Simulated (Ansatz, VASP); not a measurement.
**One calculation of SrO, two programs**

File INCAR:

```
SYSTEM = SrO
  ALGO = Normal
  EDIFF = 1E-7
  ENCUT = 520
  GGA = PE
  ISIF = 2
  ISMEAR = -1
  LASPH = .True.
  LCHARG = .False.
  LREAL = .False.
  LWAVE = .False.
  NBANDS = 15
  NELM = 60
  PREC = Accurate
  SIGMA = 0.05
```

Contents of KPOINTS:

```
k-points
0
Gamma
  6 6 6
  0 0 0
```

The input POSCAR:

```
SrO
1.0
    0.0000000000      2.5663000000      2.5663000000
    2.5663000000      0.0000000000      2.5663000000
    2.5663000000      2.5663000000      0.0000000000
Sr O
1 1
Direct
    0.5000000000      0.5000000000      0.5000000000
    0.0000000000      0.0000000000      0.0000000000
```

File input.yaml:

```yaml
crystal:
  lattice:
    - [0.0, 2.5663, 2.5663]
    - [2.5663, 0.0, 2.5663]
    - [2.5663, 2.5663, 0.0]
  atoms:
    - { symbol: Sr, position: [0.5, 0.5, 0.5] }
    - { symbol: O, position: [0.0, 0.0, 0.0] }
kpoints:
  mp_grid: { grid: [6, 6, 6] }
scf:
  occupations: { method: fermi_dirac, width: 0.05 }
hamiltonian:
  xc: pbe
  pseudopotentials: { kind: all_electron, datasets: crystal }
output:
  forces: true
  stress: true
  eigenvalues: true
```

Alike in both runs: task single point; functional PBE; k mesh 6 × 6 × 6; occupations fermi-dirac, width 0.05 eV; no spin polarisation.

|  | VASP | Ansatz |
| --- | --- | --- |
| version | VASP 6.6.1 | Ansatz 0.2.0 |
| potentials or method | VASP PAW PBE potentials, release 64 (Sr_sv, O), cutoff 520 eV | all-electron PAW datasets made for the crystal |

VASP gave:

```
gap on the k mesh at the Fermi level (eV) : 3.26
least direct gap on the mesh (eV)         : 3.35
pressure (GPa)                            : 3.9
```

Q: Estimate Ansatz's values.

A: gap on the k mesh at the Fermi level (eV): 3.31; least direct gap on the mesh (eV): 3.38; pressure (GPa): 3.3.

Ansatz ran all-electron here, and VASP with PAW potentials.
